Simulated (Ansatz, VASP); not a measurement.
# C4F: VASP beside Ansatz

```
CELL_PARAMETERS angstrom
2.08961 1.20644 2.55123
-2.08961 1.20644 2.55123
0.00000 -2.41288 2.55123
ATOMIC_POSITIONS crystal
C 0.50000 0.50000 0.00000
C 0.00000 0.50000 0.50000
C 0.50000 0.00000 0.50000
C 0.50000 0.50000 0.50000
F 0.00000 0.00000 0.00000
```

Alike in both runs: functional PBE; dispersion D3(BJ); k mesh 6 × 6 × 6; occupations gaussian, width 0.1 eV; no spin polarisation.

Ansatz relaxed the structure, and its values are those at the end. VASP's run is a single point on that final structure, the one shown.

|  | VASP | Ansatz |
| --- | --- | --- |
| version | VASP 6.6.1 | Ansatz 0.2.0 |
| potentials or method | VASP PAW PBE potentials, release 64 (C, F), cutoff 600 eV | scalar-relativistic, plane waves, PAW |
| valence electrons in the cell | 23 | 23 |

Ansatz gave:

```
gap on the k mesh at the Fermi level (eV) : none
pressure (GPa)                            : -0.1
```

Task: What did VASP give for the same quantities?

Result: gap on the k mesh at the Fermi level (eV): none; pressure (GPa): -0.4.

A gap of «none» marks a metal or a gap that the smearing closes. Ansatz's warnings: dispersion switch in reach, relaxed geometry near dispersion switch.
